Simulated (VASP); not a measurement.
# SiC (F-43m) in VASP: further runs, part 3 of 3

VASP 6.6.1. Earlier steps stand in the parts before.

### 5 Relaxation of cell and atoms, r2SCAN

This run uses another cell than the first one, of 10.50 Å³/atom, 1.016 times its volume.

The input, POSCAR:

```
SiC
1.0
    0.0000000000      2.1897788131      2.1897788131
    2.1897788131      0.0000000000      2.1897788131
    2.1897788131      2.1897788131      0.0000000000
Si C
1 1
Direct
    0.0000000000      0.0000000000      0.0000000000
    0.2500000000      0.2500000000      0.2500000000
```

The input, INCAR.step1:

```
SYSTEM = SiC
PREC = Accurate ; ENCUT = 600
ISMEAR = -1 ; SIGMA = 0.02
LREAL = .False. ; LASPH = .True.
NELM = 60 ; GGA = PE
ALGO = Normal ; EDIFF = 1E-4
LWAVE = .True. ; LCHARG = .False.
```

The input, INCAR.step2:

```
SYSTEM = SiC
PREC = Accurate ; ENCUT = 600
EDIFF = 1E-7 ; ISMEAR = -1
SIGMA = 0.02 ; LREAL = .False.
LASPH = .True. ; NELM = 60
ALGO = Normal ; ISIF = 3
LWAVE = .False. ; LCHARG = .False.
METAGGA = R2SCAN ; LMIXTAU = .True.
IBRION = 2 ; NSW = 80
EDIFFG = -0.005 ; ISTART = 1
```

The input, KPOINTS:

```
regular mesh
0
Gamma
  10 10 10
  0 0 0
```

Potentials or basis: VASP PAW PBE potentials, release 64 (Si, C).

Run with:

```console
$ cat potpaw_PBE.64/Si/POTCAR potpaw_PBE.64/C/POTCAR > POTCAR
$ cp INCAR.step1 INCAR
$ mpirun -np 1 vasp_std > vasp.out
$ cp INCAR.step2 INCAR
$ mpirun -np 1 vasp_std > vasp.out
```

OUTCAR:

```text
SYSTEM = SiC
   PREC = Accurate
   ENCUT = 600
   EDIFF = 1E-7
   ISMEAR = -1
   LREAL = .False.
   LASPH = .True.
   NELM = 60
   ISIF = 3
   METAGGA = R2SCAN
   IBRION = 2
   NSW = 80
   EDIFFG = -0.005
   ISTART = 1

 ion  position               nearest neighbor table
   1  0.000  0.000  0.000-   2 1.90   2 1.90   2 1.90   2 1.90
   2  0.250  0.250  0.250-   1 1.90   1 1.90   1 1.90   1 1.90

  LATTYP: Found a face centered cubic cell.
 ALAT       =     4.3795576262

  Lattice vectors:

 A1 = (   0.0000000000,   2.1897788131,   2.1897788131)
 A2 = (   2.1897788131,   0.0000000000,   2.1897788131)
 A3 = (   2.1897788131,   2.1897788131,   0.0000000000)

Analysis of symmetry for initial positions (statically):
=====================================================================
 Subroutine PRICEL returns:
 Original cell was already a primitive cell.

 Routine SETGRP: Setting up the symmetry group for a
 face centered cubic supercell.

 Subroutine GETGRP returns: Found 24 space group operations
 (whereof 24 operations were pure point group operations)
 out of a pool of 48 trial point group operations.

The static configuration has the point symmetry T_d .

Analysis of symmetry for dynamics (positions and initial velocities):
=====================================================================
 Subroutine PRICEL returns:
 Original cell was already a primitive cell.

 Routine SETGRP: Setting up the symmetry group for a
 face centered cubic supercell.

 Subroutine GETGRP returns: Found 24 space group operations
 (whereof 24 operations were pure point group operations)
 out of a pool of 48 trial point group operations.

The dynamic configuration has the point symmetry T_d .

 Subroutine INISYM returns: Found 24 space group operations
 (whereof 24 operations are pure point group operations),
 and found     1 'primitive' translations

----------------------------------------------------------------------------------------

                                     Primitive cell

  volume of cell :      21.0006

  direct lattice vectors                    reciprocal lattice vectors
     0.000000000  2.189778813  2.189778813    -0.228333564  0.228333564  0.228333564
     2.189778813  0.000000000  2.189778813     0.228333564 -0.228333564  0.228333564
     2.189778813  2.189778813  0.000000000     0.228333564  0.228333564 -0.228333564

  length of vectors
     3.096814896  3.096814896  3.096814896     0.395485333  0.395485333  0.395485333

  position of ions in fractional coordinates (direct lattice)
     0.000000000  0.000000000  0.000000000
     0.250000000  0.250000000  0.250000000

  ion indices of the primitive-cell ions
   primitive index   ion index
                 1           1
                 2           2

----------------------------------------------------------------------------------------

 KPOINTS: regular mesh

Automatic generation of k-mesh.
 Grid dimensions read from file:
 generate k-points for:   10   10   10

[... 46 lines left out ...]
   number of dos      NEDOS =    301   number of ions     NIONS =      2
   total plane-waves  NPLWV =  21952
   dimension x,y,z NGX =    28 NGY =   28 NGZ =   28
   dimension x,y,z NGXF=    56 NGYF=   56 NGZF=   56
   ions per type =               1   1
   NGX,Y,Z   is equivalent  to a cutoff of  15.03, 15.03, 15.03 a.u.
   NGXF,Y,Z  is equivalent  to a cutoff of  30.06, 30.06, 30.06 a.u.
 SYSTEM =  SiC
   PREC   = accura    normal or accurate (medium, high low for compatibility)
   ISTART =      1    job   : 0-new  1-cont  2-samecut
   ICHARG =      0    charge: 1-file 2-atom 10-const
   ISPIN  =      1    spin polarized calculation?
   LNONCOLLINEAR =      F non collinear calculations
   LSORBIT =      F    spin-orbit coupling
   LASPH  =      T    aspherical Exc in radial PAW
   ENCUT  =  600.0 eV  44.10 Ry    6.64 a.u.   6.19  6.19  6.19*2*pi/ulx,y,z
   NELM   =     60;   NELMIN=  2; NELMDL=  0     # of ELM steps
   EDIFF  = 0.1E-06   stopping-criterion for ELM
   LREAL  =      F    real-space projection
   EDIFFG = -.5E-02   stopping-criterion for IOM
   NSW    =     80    number of steps for IOM
   IBRION =      2    ionic relax: 0-MD 1-quasi-New 2-CG
   NFREE  =      1    steps in history (QN), initial steepest desc. (CG)
   ISIF   =      3    stress and relaxation
   ISYM   =      2    0-nonsym 1-usesym 2-fastsym
   POTIM  = 0.5000    time-step for ionic-motion
   TEBEG  =    0.0;   TEEND  =   0.0 temperature during run
   PSTRESS=    0.0 pullay stress
   NELECT =       8.0000    total number of electrons
   NUPDOWN=      -1.0000    fix difference up-down
   EMIN   =  10.00;   EMAX   =-10.00  energy-range for DOS
   EFERMI =   0.00;   METHOD = LEGACY
   ISMEAR =    -1;   SIGMA  =   0.02  broadening in eV -4-tet -1-fermi 0-gaus
   EFERMI_NEDOS =   21; number of points for ismear=-14 and -15
   IALGO  =     38    algorithm
   IMIX   =      4    mixing-type and parameters
     AMIX     =   0.40;   BMIX     =  1.00
     AMIX_MAG =   1.60;   BMIX_MAG =  1.00
  volume/ion in A,a.u.               =      10.50        70.86
  Fermi-wavevector in a.u.,A,eV,Ry     =   1.186755  2.242643 19.162290  1.408389
  Thomas-Fermi vector in A             =   2.322921
   LORBIT       =      0    0 simple, 1 ext, 2 COOP (PROOUT), +10 PAW based schemes
   METAGGA = R2SCAN    functional components
   LHFCALC =     F    Hartree Fock is set to
   AEXX    =    0.0000 exact exchange contribution
   IVDW    =     0    specifies the selected vdW correction
   LEPSILON=     F    determine dielectric tensor
   LRPA    =     F    only Hartree local field effects (RPA)
 conjugate gradient relaxation of ions
 non-spin polarized calculation
  energy-cutoff  :      600.00
  volume of cell :       21.00
 maximum number of plane-waves:       725
 NGX is ok and might be reduce to    28
   NGX = 13   NGY = 13   NGZ = 13

--------------------------------------- Ionic step        1  -------------------------------------------

 number of electron       8.0000000 magnetization

 Free energy of the ion-electron system (eV)
  ---------------------------------------------------
  ext. energy  EPLUGINS =         0.00000000
  ---------------------------------------------------
  free energy    TOTEN  =       -19.32496879 eV

  energy without entropy =      -19.32496879  energy(sigma->0) =      -19.32496879

------------------------ aborting loop because EDIFF is reached ----------------------------------------

  FORCE on cell =-STRESS in cart. coord.  units (eV):
  Direction    XX          YY          ZZ          XY          YZ          ZX
  --------------------------------------------------------------------------------------
  -------------------------------------------------------------------------------------
  Total       -0.5046125     -0.5046125     -0.5046125     -0.0000000      0.0000000      0.0000000
  in kB      -38.4979717    -38.4979717    -38.4979717     -0.0000000      0.0000000      0.0000000
  external PRESSURE =     -38.4979717 kB  Pullay stress =       0.0000000 kB
[... 59 lines left out ...]
--------------------------------------- Ionic step        3  -------------------------------------------

 number of electron       8.0000000 magnetization

 Free energy of the ion-electron system (eV)
  ---------------------------------------------------
  ext. energy  EPLUGINS =         0.00000000
  ---------------------------------------------------
  free energy    TOTEN  =       -19.32942384 eV

  energy without entropy =      -19.32942384  energy(sigma->0) =      -19.32942384

 E-fermi :   8.4160     XC(G=0): -11.9463

 val. band max:        8.0111898102   @ k =   0.0000   0.0000   0.0000
 cond. band min:       9.7354655446   @ k =   0.5000   0.5000   0.0000
 fundamental gap:      1.7242757344
 Fermi energy:         8.4160333213

 k-point     1 :       0.0000    0.0000    0.0000
  band No.  band energies     occupation
      1      -8.1892      2.00000
      2       8.0112      2.00000
      3       8.0112      2.00000
      4       8.0112      2.00000
      5      14.8793      0.00000
      6      15.8816      0.00000
      7      15.8816      0.00000
      8      15.8816      0.00000
[... 243 lines left out ...]
 k-point    24 :       0.4000    0.3000    0.0000
  band No.  band energies     occupation
      1      -4.9479      2.00000
      2       2.1727      2.00000
      3       4.7348      2.00000
      4       5.2614      2.00000
      5      11.3120      0.00000
      6      14.1856      0.00000
      7      20.5408      0.00000
      8      20.8418      0.00000

 [... further k-points ...]

------------------------ aborting loop because EDIFF is reached ----------------------------------------

  FORCE on cell =-STRESS in cart. coord.  units (eV):
  Direction    XX          YY          ZZ          XY          YZ          ZX
  --------------------------------------------------------------------------------------
  -------------------------------------------------------------------------------------
  Total       -0.0015671     -0.0015671     -0.0015671     -0.0000000      0.0000000     -0.0000000
  in kB       -0.1216678     -0.1216678     -0.1216678     -0.0000000      0.0000000     -0.0000000
  external PRESSURE =      -0.1216678 kB  Pullay stress =       0.0000000 kB
[... 17 lines left out ...]
  FREE ENERGIE OF THE ION-ELECTRON SYSTEM (eV)
  ---------------------------------------------------
  free  energy   TOTEN  =       -19.3294238402 eV

  energy  without entropy=      -19.3294238402  energy(sigma->0) =      -19.32942384

 reached required accuracy - stopping structural energy minimisation
```

Wall time 88 s (1 thread of Intel Xeon Platinum 8488C (Sapphire Rapids), shared host); peak memory 0.16 GiB.

Results:

```yaml
Free_energy: -19.3294 eV
Relaxed_volume: 10.32 Å³/atom
Relaxed_cell: a = 3.079 Å, b = 3.079 Å, c = 3.079 Å, α = 60.00°, β = 60.00°, γ = 60.00°
Space_group_after_relaxing_to_0.05_Å: F-43m (No. 216)
Energy_gained_by_relaxing: 2.2 meV/atom
Ionic_steps: 3
Pressure_after_relaxing: 0.0 GPa
Band_gap_on_the_k_mesh: 1.72 eV, indirect (least direct gap 5.06 eV)
```

Step by step:
```csv
step,energy change (eV),largest force (eV/Å),pressure (GPa),volume (Å³)
1,0.0000,0.0000,-3.85,21.00
2,0.0010,0.0000,4.52,20.24
3,-0.0045,0.0000,-0.01,20.64
```

Final structure:
```
Si C
1.0
     0.00000    2.17704    2.17704
     2.17704    0.00000    2.17704
     2.17704    2.17704    0.00000
Si C
1 1
Direct
  0.00000 0.00000 0.00000
  0.25000 0.25000 0.25000
```

Caveat: the PAW data sets were made with another functional, which shifts forces and pressure a little.

### 6 Single point, HSE06

The input, POSCAR:

```
SiC
1.0
    0.0000000000      2.1780523469      2.1780523469
    2.1780523469      0.0000000000      2.1780523469
    2.1780523469      2.1780523469      0.0000000000
Si C
1 1
Direct
    0.0000000000      0.0000000000      0.0000000000
    0.2500000000      0.2500000000      0.2500000000
```

The input, INCAR.step1:

```
SYSTEM = SiC
ALGO     = Normal         ! electronic algorithm
EDIFF    = 1E-5           ! SCF threshold, eV
ENCUT    = 520            ! plane-wave cutoff, eV
GGA      = PE             ! functional
ISIF     = 2              ! what is computed and relaxed
ISMEAR   = 0              ! smearing method
LASPH    = .TRUE.         ! aspherical terms in the spheres
LCHARG   = .FALSE.        ! write CHGCAR
LREAL    = .FALSE.        ! projectors in reciprocal space
LWAVE    = .TRUE.         ! write WAVECAR
NBANDS   = 11             ! bands
NELM     = 60             ! most SCF steps
PREC     = Accurate       ! precision mode
SIGMA    = 0.01           ! smearing width, eV
```

The input, INCAR.step2:

```
SYSTEM = SiC
ALGO     = Normal         ! electronic algorithm
EDIFF    = 1E-6           ! SCF threshold, eV
ENCUT    = 520            ! plane-wave cutoff, eV
GGA      = PE             ! functional
HFSCREEN = 0.2079         ! screening, 1/A
ISIF     = 2              ! what is computed and relaxed
ISMEAR   = 0              ! smearing method
ISTART   = 1            
LASPH    = .TRUE.         ! aspherical terms in the spheres
LCHARG   = .FALSE.        ! write CHGCAR
LHFCALC  = .TRUE.         ! exact exchange
LREAL    = .FALSE.        ! projectors in reciprocal space
LWAVE    = .FALSE.        ! write WAVECAR
NBANDS   = 11             ! bands
NELM     = 60             ! most SCF steps
PREC     = Accurate       ! precision mode
PRECFOCK = Normal       
SIGMA    = 0.01           ! smearing width, eV
```

The input, KPOINTS:

```
k-points
0
G
  8 8 8
  0 0 0
```

Potentials or basis: VASP PAW PBE potentials, release 64 (Si, C).

Run with:

```console
$ cat potpaw_PBE.64/Si/POTCAR potpaw_PBE.64/C/POTCAR > POTCAR
$ cp INCAR.step1 INCAR
$ mpirun -np 1 vasp_std > vasp.out
$ cp INCAR.step2 INCAR
$ mpirun -np 1 vasp_std > vasp.out
```

It took 15 min on 1 thread of Intel Xeon Platinum 8488C (Sapphire Rapids), shared host; peak memory 0.25 GiB.

It converged, with:

```
Free energy            : -17.4235 eV
Pressure               : -1.5 GPa
Band gap on the k mesh : 2.23 eV, indirect (least direct gap 5.73 eV)
```

Levels at points of the mesh, in eV from the valence-band top:
```tsv
k point	band 2	band 3	band 4	band 5	band 6	band 7
(0.00, 0.00, 0.00)	0.00	0.00	0.00	7.55	8.60	8.60
(0.50, 0.00, 0.00)	-9.36	-1.16	-1.16	6.65	8.48	8.48
(0.50, 0.50, 0.00)	-8.54	-3.50	-3.50	2.23	5.38	15.95
```

Caveat: the PAW data sets were made with another functional, which shifts forces and pressure a little.

### 7 The runs side by side

| task | level | cell | k mesh | cutoff (eV) | smearing | grid for exact exchange (PRECFOCK) | screening parameter | gap on the mesh (eV) | pressure (GPa) | relaxed volume (Å³/atom) |
| --- | --- | --- | --- | --- | --- | --- | --- | --- | --- | --- |
| single point | r2SCAN | a = 3.080 Å, angles 60.0°, 2 atoms | 10 × 10 × 10 | 520 | fermi-dirac 0.02 eV | - | - | 1.72 | -0.1 | - |
| single point | r2SCAN | a = 3.080 Å, angles 60.0°, 2 atoms | 10 × 10 × 10 | 520 | gaussian 0.01 eV | - | - | 1.72 | -0.1 | - |
| relaxation of cell and atoms | PBE | relaxed from a = 2.958 Å, angles 60.0°, 2 atoms | 10 × 10 × 10 | 600 | fermi-dirac 0.02 eV | - | - | 1.37 | 0.0 | 10.50 |
| relaxation of cell and atoms | r2SCAN | relaxed from a = 3.097 Å, angles 60.0°, 2 atoms | 10 × 10 × 10 | 600 | fermi-dirac 0.02 eV | - | - | 1.72 | 0.0 | 10.32 |
| single point | HSE06 | a = 3.080 Å, angles 60.0°, 2 atoms | 8 × 8 × 8 | 520 | gaussian 0.01 eV | Normal | 0.2079 1/Å | 2.23 | -1.5 | - |

Alike in all rows: potentials or basis VASP PAW PBE potentials, release 64 (Si, C); no spin polarisation.

On the cell as given the gap runs from 1.72 eV (r2SCAN) to 2.23 eV (HSE06); the meshes differ, which moves gaps too. The pressure there spans -1.5 GPa (HSE06) to -0.1 GPa (r2SCAN); a positive pressure means that this level wants a larger cell, a negative one a smaller.

Caveats: the PAW data sets were made with another functional, which shifts forces and pressure a little (some runs).

Total energies depend on the potentials used, so only differences within one code and one set of settings carry meaning.
